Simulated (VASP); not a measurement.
Write the native input for VASP 6.6.1 that does the following.

```
Task                   : single point
Functional             : PBE
Potentials or basis    : VASP PAW PBE potentials, release 64 (Be, S)
Cutoff                 : 520 eV
k mesh                 : 8 × 8 × 8
Occupations            : gaussian, width 0.02 eV
Spin                   : no spin polarisation
Dipole correction      : no
Further INCAR settings : ALGO = Normal; EDIFF = 1e-06; NBANDS = 11
```

The structure of BeS lies in POSCAR:

```
BeS
1.0
    0.0000000000      2.4620583059      2.4620583059
    2.4620583059      0.0000000000      2.4620583059
    2.4620583059      2.4620583059      0.0000000000
Be S
1 1
Direct
    0.0000000000      0.0000000000      0.0000000000
    0.2500000000      0.2500000000      0.2500000000
```

This cell differs from its parent crystal: volume scaled by 1.03.

One way to write it, as run:

INCAR

```
SYSTEM = BeS
ALGO     = Normal         ! electronic algorithm
EDIFF    = 1E-6           ! SCF threshold, eV
ENCUT    = 520            ! plane-wave cutoff, eV
GGA      = PE             ! functional
ISIF     = 2              ! what is computed and relaxed
ISMEAR   = 0              ! smearing method
LASPH    = .True.         ! aspherical terms in the spheres
LCHARG   = .False.        ! write CHGCAR
LREAL    = .False.        ! projectors in reciprocal space
LWAVE    = .False.        ! write WAVECAR
NBANDS   = 11             ! bands
NELM     = 60             ! most SCF steps
PREC     = Accurate       ! precision mode
SIGMA    = 0.02           ! smearing width, eV
```

KPOINTS

```
k-points
0
Gamma
  8 8 8
  0 0 0
```

Potentials or basis: VASP PAW PBE potentials, release 64 (Be, S).

Launch:

```sh
$ cat potpaw_PBE.64/Be/POTCAR potpaw_PBE.64/S/POTCAR > POTCAR
$ mpirun -np 1 vasp_std > vasp.out
```

It gave:

The pressure is -2.6 GPa and the band gap on the k mesh is 3.21 eV, indirect (least direct gap 5.51 eV).

Wall time 14 s on 1 thread of Intel Xeon 8259CL, with other jobs on the host, peak memory 0.15 GiB.
